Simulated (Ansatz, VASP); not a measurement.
One calculation of I, two programs

File INCAR:

```
  PREC = Accurate
  ENCUT = 520
  EDIFF = 1E-6
  ISMEAR = -1
  SIGMA = 0.08
  LREAL = False
  LASPH = True
  NELM = 60
  ALGO = Normal
  ISIF = 2
  LWAVE = False
  LCHARG = False
  NBANDS = 14
```

The input KPOINTS:

```
regular mesh
0
Gamma
  11 11 11
```

The input POSCAR:

```
I
1.0
    0.0000000000      3.3514115345      3.3514115345
    3.3514115345      0.0000000000      3.3514115345
    3.3514115345      3.3514115345      0.0000000000
I
2
Direct
   -0.1250000000     -0.1250000000     -0.1250000000
    0.1250000000      0.1250000000      0.1250000000
```

Input for Ansatz:

```yaml
crystal:
  lattice:
    - [0.0, 3.3514115345, 3.3514115345]
    - [3.3514115345, 0.0, 3.3514115345]
    - [3.3514115345, 3.3514115345, 0.0]
  atoms:
    - { symbol: I, position: [-0.125, -0.125, -0.125] }
    - { symbol: I, position: [0.125, 0.125, 0.125] }
kpoints:
  mp_grid: { grid: [11, 11, 11] }
scf:
  occupations: { method: fermi_dirac, width: 0.08 }
hamiltonian:
  xc: lda
  pseudopotentials: { kind: all_electron, lapw: { basis_error: 0.001 } }
output:
  forces: true
  stress: true
  eigenvalues: true
  populations: true
```

Change from the starting cell: volume scaled by 0.7, LAPW.

Alike in both runs: task single point; functional LDA; k mesh 11 × 11 × 11; occupations fermi-dirac, width 0.08 eV; no spin polarisation.

|  | VASP | Ansatz |
| --- | --- | --- |
| version | VASP 6.6.1 | Ansatz 0.2.0 |
| potentials or method | VASP PAW LDA potentials, release 64 (I), cutoff 520 eV | all-electron LAPW, scalar-relativistic |

```tsv
	VASP	Ansatz	Ansatz less VASP
pressure (GPa)	12.9	12.9	-0.01
```

LDA's correlation is that of Perdew and Zunger in VASP and of Perdew and Wang (1992) in Ansatz. Ansatz ran all-electron here, and VASP with PAW potentials.

Spin-orbit coupling is off throughout.
